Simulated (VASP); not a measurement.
A run of VASP 6.6.1 is set up as follows.

INCAR

```
PREC = Accurate ; ENCUT = 520
EDIFF = 1E-6 ; ISMEAR = 1
SIGMA = 0.01 ; LREAL = F
LASPH = T ; NELM = 150
ALGO = Normal ; ISIF = 2
LWAVE = F ; LCHARG = F
LNONCOLLINEAR = T ; MAGMOM = 0 0 0 0 0 0
LORBIT = 11 ; LSORBIT = T
GGA_COMPAT = F ; LORBMOM = T
LMAXMIX = 4 ; LDAU = T
LDAUTYPE = 2 ; LDAUL = 2 -1
LDAUU = 6.2 0 ; LDAUJ = 0 0
LDAUPRINT = 1 ; GGA = PE
NBANDS = 28
```

File KPOINTS:

```
regular mesh
0
Gamma
  10 10 9
```

Contents of POSCAR:

```
TaN
1.0
    2.9380000000      0.0000000000      0.0000000000
   -1.4690000000      2.5443826363      0.0000000000
    0.0000000000      0.0000000000      2.8830000000
Ta N
1 1
Direct
    0.0000000000      0.0000000000      0.5000000000
    0.6666666667      0.3333333333      0.0000000000
```

Potentials or basis: VASP PAW PBE potentials, release 64 (Ta_pv, N).

Launch:

```sh
$ cat potpaw_PBE.64/Ta_pv/POTCAR potpaw_PBE.64/N/POTCAR > POTCAR
$ mpirun -np 1 vasp_ncl > vasp.out
```

Q: Estimate the pressure.

A: 26.5 GPa.

Q: Estimate the net moment.

A: 0.00 μB per cell.

Moments on the atoms (μB; x, y, z):
```
Ta  0.00 0.00 0.00
N   0.00 0.00 0.00
```

The state reached can hang on the start; a lower one may exist.
